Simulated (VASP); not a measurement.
Write the native input for VASP 6.6.1 that does the following.

```
Task                   : single point
Functional             : PBE
Potentials or basis    : VASP PAW PBE potentials, release 64 (V_sv)
Cutoff                 : 520 eV
k mesh                 : 11 × 11 × 11
Occupations            : fermi-dirac, width 0.05 eV
Spin                   : collinear spin, ferromagnetic start
Starting moments       : [1.0] μB
Dipole correction      : no
Further INCAR settings : ALGO = Normal; EDIFF = 1e-07; NBANDS = 16
```

The structure of V lies in POSCAR:

```
V
1.0
   -1.5391798229      1.5391798229      1.5391798229
    1.5391798229     -1.5391798229      1.5391798229
    1.5391798229      1.5391798229     -1.5391798229
V
1
Direct
    0.0000000000      0.0000000000      0.0000000000
```

The input as run:

INCAR

```
SYSTEM = V
  ALGO = Normal
  EDIFF = 1E-7
  ENCUT = 520
  GGA = PE
  ISIF = 2
  ISMEAR = -1
  ISPIN = 2
  LASPH = .True.
  LCHARG = .True.
  LELF = .True.
  LMAXMIX = 4
  LORBIT = 11
  LREAL = .False.
  LVHAR = .True.
  LWAVE = .False.
  MAGMOM = 1
  NBANDS = 16
  NELM = 150
  PREC = Accurate
  SIGMA = 0.05
```

KPOINTS

```
k-points
0
Gamma
  11 11 11
  0 0 0
```

Potentials or basis: VASP PAW PBE potentials, release 64 (V_sv).

The run is started by

```console
$ cat potpaw_PBE.64/V_sv/POTCAR > POTCAR
$ mpirun -np 1 vasp_std > vasp.out
```

It gave:

- Pressure: -12.3 GPa
- Net moment: 0.00 μB per cell
- Valence electrons inside the program's atomic spheres: V 11.52

Caveat: the cell stands under tension.

Run time: 38 s on 1 thread of Intel Xeon 8259CL, with other jobs on the host, peak memory 0.14 GiB.
